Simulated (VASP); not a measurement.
A run of VASP 6.6.1:

INCAR

```
SYSTEM = MnO2
ALGO = Normal
EDIFF = 1E-6
EDIFFG = -0.05
ENCUT = 600
GGA = CA
IBRION = 2
ISIF = 3
ISMEAR = 0
ISPIN = 2
LASPH = .True.
LCHARG = .False.
LMAXMIX = 4
LORBIT = 11
LREAL = .False.
LWAVE = .False.
MAGMOM = 2.64 2.64 0 0 0 0
NELM = 150
NSW = 80
PREC = Accurate
SIGMA = 0.1
```

File KPOINTS:

```
k-points
0
Gamma
  4 4 6
  0 0 0
```

File POSCAR:

```
MnO2
1.0
    4.4243133602      0.0000000000      0.0000000000
    0.0000000000      4.4243133602      0.0000000000
    0.0000000000      0.0000000000      2.9432776853
Mn O
2 4
Direct
    0.0000000000      0.0000000000      0.0000000000
    0.5000000000      0.5000000000      0.5000000000
    0.1951075730      0.8048924270      0.5000000000
    0.3048924270      0.3048924270      0.0000000000
    0.6951075730      0.6951075730      0.0000000000
    0.8048924270      0.1951075730      0.5000000000
```

Potentials or basis: VASP PAW LDA potentials, release 64 (Mn_pv, O).

Run with:

```sh
$ cat potpaw_LDA.64/Mn_pv/POTCAR potpaw_LDA.64/O/POTCAR > POTCAR
$ mpirun -np 1 vasp_std > vasp.out
```

Hardware: 1 thread of Intel(R) Xeon(R) 6975P-C (Granite Rapids) (shared host).

Task: How long does it take, and how much memory?

Result: Wall time 3.6 min on 1 thread of Intel(R) Xeon(R) 6975P-C (Granite Rapids), on a shared host, peak memory 0.22 GiB. Counts: scf iterations 101, k points 24, ion steps 10.
